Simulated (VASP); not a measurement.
# TiAl (P-6m2) in VASP: a series of runs

The runs below take TiAl through single point, with PBE0, LDA, PBEsol.

Everything below comes from runs of VASP 6.6.1. Logs are shortened: lines on timing, memory, paths and dates and some standing lists are left out, and cuts for length are marked.

**1. The cell of the first run**

The structure is hexagonal, space group P-6m2 (No. 187). Conventional cell: a = 2.905 Å, b = 2.905 Å, c = 4.740 Å, α = 90.00°, β = 90.00°, γ = 120.00°. Within 3.8 Å of Ti (site symmetry -6m2) lie 6 Al at 2.90 Å and 6 Ti at 2.90 Å. Within 3.8 Å of Al (site symmetry -6m2) lie 6 Ti at 2.90 Å and 6 Al at 2.90 Å.

**2. Single point, PBE0**

File POSCAR:

```
TiAl
1.0
    2.9049936943      0.0000000000      0.0000000000
   -1.4524968471      2.5157983370      0.0000000000
    0.0000000000      0.0000000000      4.7396437833
Ti Al
1 1
Direct
    0.0000000000      0.0000000000      0.0000000000
    0.3333333333      0.6666666667      0.5000000000
```

File INCAR.step1:

```
SYSTEM = TiAl
ALGO = Normal
EDIFF = 1E-5
ENCUT = 520
GGA = PE
ISIF = 2
ISMEAR = -1
LASPH = .TRUE.
LREAL = .FALSE.
LWAVE = .TRUE.
NBANDS = 14
NELM = 80
PREC = Accurate
SIGMA = 0.05
```

File INCAR.step2:

```
SYSTEM = TiAl
AEXX = 0.25
ALGO = Normal
EDIFF = 1E-7
ENCUT = 520
GGA = PE
ISIF = 2
ISMEAR = -1
ISTART = 1
LASPH = .TRUE.
LCHARG = .TRUE.
LELF = .TRUE.
LHFCALC = .TRUE.
LREAL = .FALSE.
LVHAR = .TRUE.
LWAVE = .FALSE.
NBANDS = 14
NELM = 80
PREC = Accurate
PRECFOCK = Normal
SIGMA = 0.05
```

File KPOINTS:

```
k-points
0
G
  6 6 4
  0 0 0
```

Potentials or basis: VASP PAW PBE potentials, release 64 (Ti_sv, Al).

Run with:

```console
$ cat potpaw_PBE.64/Ti_sv/POTCAR potpaw_PBE.64/Al/POTCAR > POTCAR
$ cp INCAR.step1 INCAR
$ mpirun -np 1 vasp_std > vasp.out
$ cp INCAR.step2 INCAR
$ mpirun -np 1 vasp_std > vasp.out
```

OUTCAR:

```text
SYSTEM = TiAl
   AEXX = 0.25
   EDIFF = 1E-7
   ENCUT = 520
   GGA = PE
   ISIF = 2
   ISMEAR = -1
   ISTART = 1
   LASPH = .TRUE.
   LHFCALC = .TRUE.
   LREAL = .FALSE.
   NELM = 80
   PREC = Accurate
   PRECFOCK = Normal

 ion  position               nearest neighbor table
   1  0.000  0.000  0.000-   2 2.90   2 2.90   2 2.90   2 2.90   2 2.90   2 2.90
   2  0.333  0.667  0.500-   1 2.90   1 2.90   1 2.90   1 2.90   1 2.90   1 2.90

  LATTYP: Found a hexagonal cell.
 ALAT       =     2.9049936943
 C/A-ratio  =     1.6315504549

  Lattice vectors:

 A1 = (   2.9049936943,   0.0000000000,   0.0000000000)
 A2 = (  -1.4524968471,   2.5157983370,   0.0000000000)
 A3 = (   0.0000000000,   0.0000000000,   4.7396437833)

Analysis of symmetry for initial positions (statically):
=====================================================================
 Subroutine PRICEL returns:
 Original cell was already a primitive cell.

 Routine SETGRP: Setting up the symmetry group for a
 hexagonal supercell.

 Subroutine GETGRP returns: Found 12 space group operations
 (whereof 12 operations were pure point group operations)
 out of a pool of 24 trial point group operations.

The static configuration has the point symmetry D_3h.

Analysis of symmetry for dynamics (positions and initial velocities):
=====================================================================
 Subroutine PRICEL returns:
 Original cell was already a primitive cell.

 Routine SETGRP: Setting up the symmetry group for a
 hexagonal supercell.

 Subroutine GETGRP returns: Found 12 space group operations
 (whereof 12 operations were pure point group operations)
 out of a pool of 24 trial point group operations.

The dynamic configuration has the point symmetry D_3h.

 Subroutine INISYM returns: Found 12 space group operations
 (whereof 12 operations are pure point group operations),
 and found     1 'primitive' translations

----------------------------------------------------------------------------------------

                                     Primitive cell

  volume of cell :      34.6391

  direct lattice vectors                    reciprocal lattice vectors
     2.904993694  0.000000000  0.000000000     0.344234826  0.198744070  0.000000000
    -1.452496847  2.515798337  0.000000000     0.000000000  0.397488139  0.000000000
[... 97 lines left out ...]
   EFERMI_NEDOS =   21; number of points for ismear=-14 and -15
   IALGO  =     38    algorithm
   IMIX   =      1    mixing-type and parameters
     AMIX     =   0.40;   BMIX     =  1.00
     AMIX_MAG =   1.60;   BMIX_MAG =  1.00
  volume/ion in A,a.u.               =      17.32       116.88
  Fermi-wavevector in a.u.,A,eV,Ry     =   1.238558  2.340535 20.871689  1.534026
  Thomas-Fermi vector in A             =   2.373078
   LORBIT       =      0    0 simple, 1 ext, 2 COOP (PROOUT), +10 PAW based schemes
   GGA     = PE    functional components
   LHFCALC =     T    Hartree Fock is set to
   PRECFOCK=normal    Normal, Fast or Accurate (Low or Medium for compatibility)
   ENCUT4O =  -1.0   cutoff for four orbital integrals eV
   NKREDX  =     1    reduce k-point grid by
   NKREDY  =     1    reduce k-point grid by
   NKREDZ  =     1    reduce k-point grid by
   AEXX    =    0.2500 exact exchange contribution
   HFSCREEN=    0.0000 screening length (either q_TF or 0.3 A-1)
   HFSCREENC=   0.0000 screening length for correlation (either q_TF or 0.3 A-1)
   ENCUTFOCK=  -1.0 apply spherical cutoff to Coloumb kernel
   IVDW    =     0    specifies the selected vdW correction
   LEPSILON=     F    determine dielectric tensor
   LRPA    =     F    only Hartree local field effects (RPA)
 non-spin polarized calculation
  energy-cutoff  :      520.00
  volume of cell :       34.64
 maximum number of plane-waves:       966
 NGX is ok and might be reduce to    24
  NGX = 18; NGY = 18; NGZ = 28

 number of electron      14.9999995 magnetization

 Free energy of the ion-electron system (eV)
  ---------------------------------------------------
  ext. energy  EPLUGINS =         0.00000000
  ---------------------------------------------------
  free energy    TOTEN  =       -15.45117255 eV

  energy without entropy =      -15.44892631  energy(sigma->0) =      -15.45004943

 E-fermi :   7.3730     XC(G=0):  -8.4860

 val. band max:        7.2957842888   @ k =   0.3333  -0.0000   0.5000
 cond. band min:       7.6455180450   @ k =   0.3333  -0.0000   0.2500
 fundamental gap:      0.3497337561
 Fermi energy:         7.3729531514

 k-point     1 :       0.0000    0.0000    0.0000
  band No.  band energies     occupation
      1     -54.5839      2.00000
      2     -29.1750      2.00000
      3     -28.8684      2.00000
      4     -28.8684      2.00000
      5      -3.0703      2.00000
      6       3.9839      2.00000
      7       4.6722      2.00000
      8       9.6363      0.00000
      9       9.6363      0.00000
     10      11.3620      0.00000
     11      11.3620      0.00000
     12      12.1342      0.00000
     13      21.5400      0.00000
     14      21.5400      0.00000
[... 326 lines left out ...]
      1     -54.4850      2.00000
      2     -29.2612      2.00000
      3     -29.2496      2.00000
      4     -29.0585      2.00000
      5       4.9151      2.00000
      6       5.0764      2.00000
      7       5.9754      2.00000
      8       6.2913      2.00000
      9       6.9099      1.99981
     10       9.3508      0.00000
     11      11.7680      0.00000
     12      12.8345      0.00000
     13      13.7516      0.00000
     14      14.4823      0.00000

------------------------ aborting loop because EDIFF is reached ----------------------------------------

  FORCE on cell =-STRESS in cart. coord.  units (eV):
  Direction    XX          YY          ZZ          XY          YZ          ZX
  --------------------------------------------------------------------------------------
  -------------------------------------------------------------------------------------
  Total       -1.2135470     -1.2135470     -1.5636602     -0.0000000      0.0000000      0.0000000
  in kB      -56.1307014    -56.1307014    -72.3246329     -0.0000000      0.0000000      0.0000000
  external PRESSURE =     -61.5286786 kB  Pullay stress =       0.0000000 kB

 VOLUME and BASIS-vectors are now :
 -----------------------------------------------------------------------------
  energy-cutoff  :      520.00
  volume of cell :       34.64
      direct lattice vectors                 reciprocal lattice vectors
     2.904993694  0.000000000  0.000000000     0.344234826  0.198744070  0.000000000
    -1.452496847  2.515798337  0.000000000     0.000000000  0.397488139  0.000000000
     0.000000000  0.000000000  4.739643783     0.000000000  0.000000000  0.210986320

 POSITION                                       TOTAL-FORCE (eV/Angst)
 -----------------------------------------------------------------------------------
      0.00000      0.00000      0.00000        -0.000000      0.000000      0.000000
     -0.00000      1.67720      2.36982         0.000000      0.000000      0.000000
 -----------------------------------------------------------------------------------
    total drift:                                0.000000     -0.000000     -0.000000

  FREE ENERGIE OF THE ION-ELECTRON SYSTEM (eV)
  ---------------------------------------------------
  free  energy   TOTEN  =       -15.4511725524 eV

  energy  without entropy=      -15.4489263068  energy(sigma->0) =      -15.45004943
```

OSZICAR.step1:

```text
N       E                     dE             d eps       ncg     rms          rms(c)
DAV:   1     0.947777295382E+02    0.94778E+02   -0.71968E+03   588   0.107E+03
DAV:   2    -0.784825130463E+01   -0.10263E+03   -0.98459E+02   642   0.292E+02
DAV:   3    -0.135687393731E+02   -0.57205E+01   -0.56159E+01   908   0.635E+01
DAV:   4    -0.136984270891E+02   -0.12969E+00   -0.12957E+00   672   0.889E+00
DAV:   5    -0.137040238639E+02   -0.55968E-02   -0.55965E-02   908   0.171E+00    0.894E+00
DAV:   6    -0.124224461469E+02    0.12816E+01   -0.62825E+00   674   0.302E+01    0.382E+00
DAV:   7    -0.121179877104E+02    0.30446E+00   -0.83332E-01   666   0.104E+01    0.186E+00
DAV:   8    -0.120939532774E+02    0.24034E-01   -0.15390E-01   648   0.459E+00    0.864E-01
DAV:   9    -0.120915082919E+02    0.24450E-02   -0.45705E-02   696   0.305E+00    0.363E-01
DAV:  10    -0.120884420852E+02    0.30662E-02   -0.64769E-03   714   0.994E-01    0.715E-02
DAV:  11    -0.120885502422E+02   -0.10816E-03   -0.92671E-04   764   0.288E-01    0.714E-02
DAV:  12    -0.120885176025E+02    0.32640E-04   -0.64216E-05   666   0.884E-02    0.364E-02
DAV:  13    -0.120885033927E+02    0.14210E-04   -0.20365E-05   678   0.511E-02    0.692E-03
DAV:  14    -0.120885028298E+02    0.56296E-06   -0.21647E-06   342   0.112E-02
   1 F= -.12088503E+02 E0= -.12072884E+02  d E =-.312378E-01
```

Wall time 38 min (1 thread of Intel Xeon Platinum 8259CL at 2.50GHz (Skylake/Cascade Lake), shared host); peak memory 0.17 GiB.

Results:

- Free energy: -15.4512 eV
- Pressure: -6.2 GPa
- Band gap on the k mesh: zero (an odd number of electrons rules out a gap without spin polarisation)

Stress tensor (GPa, compression positive):
```
-5.61  0.00  0.00
 0.00 -5.61  0.00
 0.00  0.00 -7.23
```

Caveat: the k points lie up to 0.42 Å⁻¹ apart, too coarse for converged energies and pressures of a metal; the PAW data sets were made with another functional, which shifts forces and pressure a little.

**3. Single point, LDA**

This run uses another cell than the first one, of 15.72 Å³/atom.

File INCAR:

```
  ALGO = Fast
  EDIFF = 1E-7
  ENCUT = 520
  GGA = CA
  ISIF = 2
  ISMEAR = -1
  LASPH = T
  LCHARG = F
  LREAL = F
  LWAVE = F
  NBANDS = 14
  NELM = 100
  PREC = Accurate
  SIGMA = 0.05
```

File KPOINTS:

```
k-points
0
Gamma
  11 11 6
```

File POSCAR:

```
TiAl
1.0
    2.8134110092      0.0000000000      0.0000000000
   -1.4067055046      2.4364854053      0.0000000000
    0.0000000000      0.0000000000      4.5853684385
Ti Al
1 1
Direct
    0.0000000000      0.0000000000      0.0000000000
    0.3333333333      0.6666666667      0.5000000000
```

Potentials or basis: VASP PAW LDA potentials, release 64 (Ti_sv, Al).

Run with:

```console
$ cat potpaw_LDA.64/Ti_sv/POTCAR potpaw_LDA.64/Al/POTCAR > POTCAR
$ mpirun -np 1 vasp_std > vasp.out
```

OUTCAR:

```text
EDIFF = 1E-7
   ENCUT = 520
   GGA = CA
   ISIF = 2
   ISMEAR = -1
   LASPH = T
   LREAL = F
   NELM = 100
   PREC = Accurate

 ion  position               nearest neighbor table
   1  0.000  0.000  0.000-   2 2.81   2 2.81   2 2.81   2 2.81   2 2.81   2 2.81
   2  0.333  0.667  0.500-   1 2.81   1 2.81   1 2.81   1 2.81   1 2.81   1 2.81

  LATTYP: Found a hexagonal cell.
 ALAT       =     2.8134110092
 C/A-ratio  =     1.6298252987

[... 594 lines left out ...]
     14      16.7021      0.00000

 [... further k-points ...]

------------------------ aborting loop because EDIFF is reached ----------------------------------------

  FORCE on cell =-STRESS in cart. coord.  units (eV):
  Direction    XX          YY          ZZ          XY          YZ          ZX
  --------------------------------------------------------------------------------------
  -------------------------------------------------------------------------------------
  Total        0.0017359      0.0017359      0.0255181      0.0000000      0.0000000      0.0000000
  in kB        0.0884844      0.0884844      1.3007340      0.0000000      0.0000000      0.0000000
  external PRESSURE =       0.4925676 kB  Pullay stress =       0.0000000 kB

 VOLUME and BASIS-vectors are now :
 -----------------------------------------------------------------------------
  energy-cutoff  :      520.00
  volume of cell :       31.43
      direct lattice vectors                 reciprocal lattice vectors
     2.813411009  0.000000000  0.000000000     0.355440423  0.205213624  0.000000000
    -1.406705505  2.436485405  0.000000000     0.000000000  0.410427248  0.000000000
     0.000000000  0.000000000  4.585368438     0.000000000  0.000000000  0.218084983

 POSITION                                       TOTAL-FORCE (eV/Angst)
 -----------------------------------------------------------------------------------
      0.00000      0.00000      0.00000        -0.000000     -0.000000      0.000000
     -0.00000      1.62432      2.29268         0.000000      0.000000      0.000000
 -----------------------------------------------------------------------------------
    total drift:                                0.000000     -0.000000      0.000000

  FREE ENERGIE OF THE ION-ELECTRON SYSTEM (eV)
  ---------------------------------------------------
  free  energy   TOTEN  =       -13.2565423662 eV

  energy  without entropy=      -13.2346779977  energy(sigma->0) =      -13.24561018
```

OSZICAR:

```text
N       E                     dE             d eps       ncg     rms          rms(c)
DAV:   1     0.972862579284E+02    0.97286E+02   -0.71914E+03  1792   0.110E+03
DAV:   2    -0.890416845339E+01   -0.10619E+03   -0.10202E+03  1870   0.298E+02
DAV:   3    -0.145424804679E+02   -0.56383E+01   -0.55114E+01  2746   0.648E+01
[... 28 lines left out ...]
RMM:  32    -0.132565435142E+02    0.61567E-06   -0.12893E-06  2110   0.707E-03    0.232E-02
RMM:  33    -0.132565428679E+02    0.64635E-06   -0.11592E-06  2438   0.953E-03    0.172E-02
RMM:  34    -0.132565425473E+02    0.32058E-06   -0.11654E-06  2349   0.902E-03    0.117E-02
RMM:  35    -0.132565423971E+02    0.15020E-06   -0.59372E-07  2075   0.690E-03    0.731E-03
RMM:  36    -0.132565423662E+02    0.30901E-07   -0.44856E-07  1702   0.503E-03
   1 F= -.13256542E+02 E0= -.13245610E+02  d E =-.218644E-01
```

stdout:

```text
POSCAR found type information on POSCAR TiAl
 POSCAR found :  2 types and       2 ions
 scaLAPACK will be used
 LDA part: xc-table for (Slater(with rela. corr.)+CA(PZ))
 , standard interpolation
 POSCAR, INCAR and KPOINTS ok, starting setup
 FFT: planning ... GRIDC
 FFT: planning ... GRID_SOFT
 FFT: planning ... GRID
 WAVECAR not read
 entering main loop
WARNING in EDDRMM: call to ZHEGV failed, returncode =   8  4     10
WARNING in EDDRMM: call to ZHEGV failed, returncode =   6  3      8
WARNING in EDDRMM: call to ZHEGV failed, returncode =   8  4      6
 num prob RMM:  20    -0.132565260698E+02   -0.91103E-05   -0.90472E-05  2467   0.356E-02    0.229E-02
 num prob  num prob RMM:  25    -0.132565406939E+02   -0.11278E-05   -0.11506E-05  2114   0.125E-02    0.211E-02
 num prob RMM:  26    -0.132565417076E+02   -0.10137E-05   -0.85406E-06  2144   0.114E-02    0.224E-02
WARNING in EDDRMM: call to ZHEGV failed, returncode =   6  3     12
WARNING in EDDRMM: call to ZHEGV failed, returncode =   8  4      6
 num prob RMM:  35    -0.132565423971E+02    0.15020E-06   -0.59372E-07  2075   0.690E-03    0.731E-03
 num prob RMM:  36    -0.132565423662E+02    0.30901E-07   -0.44856E-07  1702   0.503E-03
```

Wall time 56 s (1 thread of Intel Xeon 8259CL, shared host); peak memory 0.15 GiB.

What came out:

```yaml
Free_energy: -13.2565 eV
Pressure: 0.0 GPa
Band_gap_on_the_k_mesh: zero (an odd number of electrons rules out a gap without spin polarisation)
```

(Part 1 of 2 ends here.)
